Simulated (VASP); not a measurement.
A run of VASP 6.6.1:

File INCAR:

```
ALGO     = Normal         # electronic algorithm
EDIFF    = 1E-6           # SCF threshold, eV
ENCUT    = 570            # plane-wave cutoff, eV
GGA_COMPAT= F            
ISIF     = 2              # what is computed and relaxed
ISMEAR   = 0              # smearing method
LASPH    = T              # aspherical terms in the spheres
LCHARG   = F              # write CHGCAR
LREAL    = F              # projectors in reciprocal space
LWAVE    = F              # write WAVECAR
NBANDS   = 15             # bands
NELM     = 120            # most SCF steps
PREC     = Accurate       # precision mode
SIGMA    = 0.15           # smearing width, eV
```

KPOINTS

```
k-points
0
Gamma
  22 22 22
```

POSCAR

```
Pt
1.0
   -2.0140316564      1.6175806466      1.6175806466
    1.6175806466     -2.0140316564      1.6175806466
    1.6175806466      1.6175806466     -2.0140316564
Pt
1
Direct
    0.0000000000      0.0000000000      0.0000000000
```

Potentials or basis: VASP PAW LDA potentials, release 64 (Pt_sv_GW).

The run is started by

```console
$ cat potpaw_LDA.64/Pt_sv_GW/POTCAR > POTCAR
$ mpirun -np 1 vasp_std > vasp.out
```

Hardware: 1 thread of Intel(R) Xeon(R) 6975P-C (Granite Rapids), on a shared host.

Q: Estimate the wall time of this run.

A: Wall time 71 s on 1 thread of Intel(R) Xeon(R) 6975P-C (Granite Rapids), on a shared host, peak memory 0.38 GiB. Counts: scf iterations 12, k points 1024.
